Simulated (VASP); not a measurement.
# W (Im-3m) in VASP: further runs, part 2 of 2

VASP 6.6.1.

## 3. Relaxation of volume and atoms at fixed shape, r2SCAN

This run uses another cell than the first one, of 15.78 Å³/atom, 0.989 times its volume.

POSCAR

```
W
1.0
    3.1600000000      0.0000000000      0.0000000000
    0.0000000000      3.1600000000      0.0000000000
    0.0000000000      0.0000000000      3.1600000000
W
2
Direct
    0.0000000000      0.0000000000      0.0000000000
    0.5000000000      0.5000000000      0.5000000000
```

INCAR.step1

```
SYSTEM = W
PREC = Accurate ; ENCUT = 600
ISMEAR = -1 ; SIGMA = 0.1
LREAL = .False. ; LASPH = .True.
NELM = 60 ; GGA = PE
ALGO = Normal ; EDIFF = 1E-4
LWAVE = .True. ; LCHARG = .False.
```

INCAR.step2

```
SYSTEM = W
PREC = Accurate ; ENCUT = 600
EDIFF = 1E-6 ; ISMEAR = -1
SIGMA = 0.1 ; LREAL = .False.
LASPH = .True. ; NELM = 60
ALGO = Normal ; ISIF = 8
LWAVE = .False. ; LCHARG = .False.
METAGGA = R2SCAN ; LMIXTAU = .True.
IBRION = 2 ; NSW = 80
EDIFFG = -0.02 ; ISTART = 1
```

KPOINTS

```
regular mesh
0
Gamma
  7 7 7
  0 0 0
```

Potentials or basis: VASP PAW PBE potentials, release 64 (W_sv).

Started as:

```bash
> cat potpaw_PBE.64/W_sv/POTCAR > POTCAR
> cp INCAR.step1 INCAR
> mpirun -np 1 vasp_std > vasp.out
> cp INCAR.step2 INCAR
> mpirun -np 1 vasp_std > vasp.out
```

OUTCAR:

```text
SYSTEM = W
   PREC = Accurate
   ENCUT = 600
   EDIFF = 1E-6
   ISMEAR = -1
   LREAL = .False.
   LASPH = .True.
   NELM = 60
   ISIF = 8
   METAGGA = R2SCAN
   IBRION = 2
   NSW = 80
   EDIFFG = -0.02
   ISTART = 1

 ion  position               nearest neighbor table
   1  0.000  0.000  0.000-   2 2.74   2 2.74   2 2.74   2 2.74   2 2.74   2 2.74   2 2.74   2 2.74

   2  0.500  0.500  0.500-   1 2.74   1 2.74   1 2.74   1 2.74   1 2.74   1 2.74   1 2.74   1 2.74

  LATTYP: Found a simple cubic cell.
 ALAT       =     3.1600000000

  Lattice vectors:

 A1 = (   3.1600000000,   0.0000000000,   0.0000000000)
 A2 = (   0.0000000000,   3.1600000000,   0.0000000000)
 A3 = (   0.0000000000,   0.0000000000,   3.1600000000)

Analysis of symmetry for initial positions (statically):
=====================================================================
 Subroutine PRICEL returns following result:

  LATTYP: Found a body centered cubic cell.
 ALAT       =     3.1600000000

  Lattice vectors:

 A1 = (   1.5800000000,   1.5800000000,  -1.5800000000)
 A2 = (  -1.5800000000,   1.5800000000,   1.5800000000)
 A3 = (   1.5800000000,  -1.5800000000,   1.5800000000)

   2 primitive cells build up your supercell.

 Routine SETGRP: Setting up the symmetry group for a
 simple cubic supercell.

 Subroutine GETGRP returns: Found 48 space group operations
 (whereof 48 operations were pure point group operations)
 out of a pool of 48 trial point group operations.

The static configuration has the point symmetry O_h .

Analysis of symmetry for dynamics (positions and initial velocities):
[... 115 lines left out ...]
   LREAL  =      F    real-space projection
   EDIFFG = -.2E-01   stopping-criterion for IOM
   NSW    =     80    number of steps for IOM
   IBRION =      2    ionic relax: 0-MD 1-quasi-New 2-CG
   NFREE  =      1    steps in history (QN), initial steepest desc. (CG)
   ISIF   =      8    stress and relaxation
   ISYM   =      2    0-nonsym 1-usesym 2-fastsym
   POTIM  = 0.5000    time-step for ionic-motion
   TEBEG  =    0.0;   TEEND  =   0.0 temperature during run
   PSTRESS=    0.0 pullay stress
   NELECT =      28.0000    total number of electrons
   NUPDOWN=      -1.0000    fix difference up-down
   EMIN   =  10.00;   EMAX   =-10.00  energy-range for DOS
   EFERMI =   0.00;   METHOD = LEGACY
   ISMEAR =    -1;   SIGMA  =   0.10  broadening in eV -4-tet -1-fermi 0-gaus
   EFERMI_NEDOS =   21; number of points for ismear=-14 and -15
   IALGO  =     38    algorithm
   IMIX   =      4    mixing-type and parameters
     AMIX     =   0.40;   BMIX     =  1.00
     AMIX_MAG =   1.60;   BMIX_MAG =  1.00
  volume/ion in A,a.u.               =      15.78       106.47
  Fermi-wavevector in a.u.,A,eV,Ry     =   1.573163  2.972847 33.672273  2.474842
  Thomas-Fermi vector in A             =   2.674489
   LORBIT       =      0    0 simple, 1 ext, 2 COOP (PROOUT), +10 PAW based schemes
   METAGGA = R2SCAN    functional components
   LHFCALC =     F    Hartree Fock is set to
   AEXX    =    0.0000 exact exchange contribution
   IVDW    =     0    specifies the selected vdW correction
   LEPSILON=     F    determine dielectric tensor
   LRPA    =     F    only Hartree local field effects (RPA)
 conjugate gradient relaxation of ions
 non-spin polarized calculation
  energy-cutoff  :      600.00
  volume of cell :       31.55
 maximum number of plane-waves:      1066
 NGX is ok and might be reduce to    28
   NGX = 13   NGY = 13   NGZ = 13

--------------------------------------- Ionic step        1  -------------------------------------------

 number of electron      27.9999998 magnetization

 Free energy of the ion-electron system (eV)
  ---------------------------------------------------
  ext. energy  EPLUGINS =         0.00000000
  ---------------------------------------------------
  free energy    TOTEN  =      -102.68430042 eV

  energy without entropy =     -102.64421237  energy(sigma->0) =     -102.66425639

------------------------ aborting loop because EDIFF is reached ----------------------------------------

  FORCE on cell =-STRESS in cart. coord.  units (eV):
  Direction    XX          YY          ZZ          XY          YZ          ZX
  --------------------------------------------------------------------------------------
  -------------------------------------------------------------------------------------
  Total        0.9458088      0.9458088      0.9458088      0.0000000      0.0000000     -0.0000000
  in kB       48.0233736     48.0233736     48.0233736      0.0000000      0.0000000     -0.0000000
  external PRESSURE =      48.0233736 kB  Pullay stress =       0.0000000 kB
[... 59 lines left out ...]
--------------------------------------- Ionic step        3  -------------------------------------------

 number of electron      27.9999997 magnetization

 Free energy of the ion-electron system (eV)
  ---------------------------------------------------
  ext. energy  EPLUGINS =         0.00000000
  ---------------------------------------------------
  free energy    TOTEN  =      -102.69093868 eV

  energy without entropy =     -102.65159209  energy(sigma->0) =     -102.67126538

 E-fermi :  11.1767     XC(G=0): -14.8977

 val. band max:       11.1113803031   @ k =   0.1429   0.1429   0.1429
 cond. band min:      11.1882653799   @ k =   0.2857   0.0000   0.0000
 fundamental gap:      0.0768850768
 Fermi energy:        11.1767396808

 k-point     1 :       0.0000    0.0000    0.0000
  band No.  band energies     occupation
      1     -64.9946      2.00000
      2     -64.7427      2.00000
      3     -28.7954      2.00000
      4     -28.7954      2.00000
      5     -28.7954      2.00000
      6     -27.8684      2.00000
[... 438 lines left out ...]
  FREE ENERGIE OF THE ION-ELECTRON SYSTEM (eV)
  ---------------------------------------------------
  free  energy   TOTEN  =      -102.6909386763 eV

  energy  without entropy=     -102.6515920850  energy(sigma->0) =     -102.67126538

 reached required accuracy - stopping structural energy minimisation
```

OSZICAR.step1:

```text
N       E                     dE             d eps       ncg     rms          rms(c)
DAV:   1     0.283929860635E+03    0.28393E+03   -0.17509E+04   728   0.199E+03
DAV:   2    -0.165353023543E+02   -0.30047E+03   -0.29625E+03   768   0.546E+02
DAV:   3    -0.269527566129E+02   -0.10417E+02   -0.10089E+02   884   0.919E+01
DAV:   4    -0.271112339070E+02   -0.15848E+00   -0.15763E+00   834   0.113E+01
DAV:   5    -0.271134815415E+02   -0.22476E-02   -0.22471E-02   844   0.135E+00    0.298E+01
DAV:   6    -0.261431843136E+02    0.97030E+00   -0.13408E+00   800   0.123E+01    0.120E+01
DAV:   7    -0.258834520229E+02    0.25973E+00   -0.79306E-01   830   0.869E+00    0.880E-01
DAV:   8    -0.258754369514E+02    0.80151E-02   -0.13581E-02   762   0.134E+00    0.156E-01
DAV:   9    -0.258753160342E+02    0.12092E-03   -0.63343E-04   794   0.232E-01    0.547E-02
DAV:  10    -0.258752996183E+02    0.16416E-04   -0.32929E-05   384   0.719E-02
   1 F= -.25875300E+02 E0= -.25853074E+02  d E =-.444515E-01
```

Wall time 64 s (1 thread of Intel Xeon 6975P-C (Granite Rapids), shared host); peak memory 0.17 GiB.

What came out:

- Free energy: -102.6909 eV
- Relaxed volume: 16.01 Å³/atom
- Relaxed cell: a = 3.176 Å, b = 3.176 Å, c = 3.176 Å, α = 90.00°, β = 90.00°, γ = 90.00°
- Space group after relaxing (to 0.05 Å): Im-3m (No. 229)
- Energy gained by relaxing: 3.3 meV/atom
- Ionic steps: 3
- Pressure after relaxing: -0.1 GPa
- Band gap on the k mesh: zero (band 14 reaches 11.29 eV, above the bottom of band 15 at 11.09 eV)

Step by step:
```csv
step,energy change (eV),largest force (eV/Å),pressure (GPa),volume (Å³)
1,0.0000,0.0000,4.80,31.55
2,0.0812,0.0000,-15.27,33.76
3,-0.0066,0.0000,-0.09,32.02
```

Final structure:
```xyz
2
Lattice="3.1755 0.0000 0.0000 0.0000 3.1755 0.0000 0.0000 0.0000 3.1755" Properties=species:S:1:pos:R:3 pbc="T T T"
W     0.0000    0.0000    0.0000
W     1.5878    1.5878    1.5878
```

Levels at points of the mesh, in eV from the Fermi level:
```
           k point  band 11  band 12  band 13  band 14  band 15  band 16  band 17  band 18
(0.00, 0.00, 0.00)    -5.97    -1.30    -1.30    -1.30     2.50     2.50     5.23     5.23
```

Caveat: the PAW data sets were made with another functional, which shifts forces and pressure a little; spin-orbit coupling is left out, which moves the levels of the heavy elements.
